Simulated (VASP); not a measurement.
A run of VASP 6.6.1:

INCAR

```
PREC = Accurate
ENCUT = 520
EDIFF = 1E-7
ISMEAR = -1
SIGMA = 0.05
LREAL = F
LASPH = T
NELM = 100
ALGO = Normal
ISIF = 2
LWAVE = F
LCHARG = F
GGA = PS
NBANDS = 35
```

Contents of KPOINTS:

```
Automatic mesh
0
Gamma
  10 10 2
```

File POSCAR:

```
MoS2
1.0
    3.1409174916      0.0000000000      0.0000000000
   -1.5704587458      2.7201143389      0.0000000000
    0.0000000000      0.0000000000     21.5683750922
Mo S
2 4
Direct
    0.3333333333      0.6666666667      0.8542383488
    0.6666666667      0.3333333333      0.1457616512
    0.6666666667      0.3333333333      0.7820009280
    0.3333333333      0.6666666667      0.0734581472
    0.6666666667      0.3333333333      0.9265418528
    0.3333333333      0.6666666667      0.2179990720
```

Potentials or basis: VASP PAW PBE potentials, release 64 (Mo_sv, S).

The run is started by

```console
$ cat potpaw_PBE.64/Mo_sv/POTCAR potpaw_PBE.64/S/POTCAR > POTCAR
$ mpirun -np 1 vasp_std > vasp.out
```

Hardware: 1 thread of Intel(R) Xeon(R) 6975P-C (Granite Rapids), on a shared host.

Estimate the wall time of this run.

It took 120 s on 1 thread of Intel(R) Xeon(R) 6975P-C (Granite Rapids) (shared host), peak memory 0.36 GiB. Counts: scf iterations 23, k points 28.
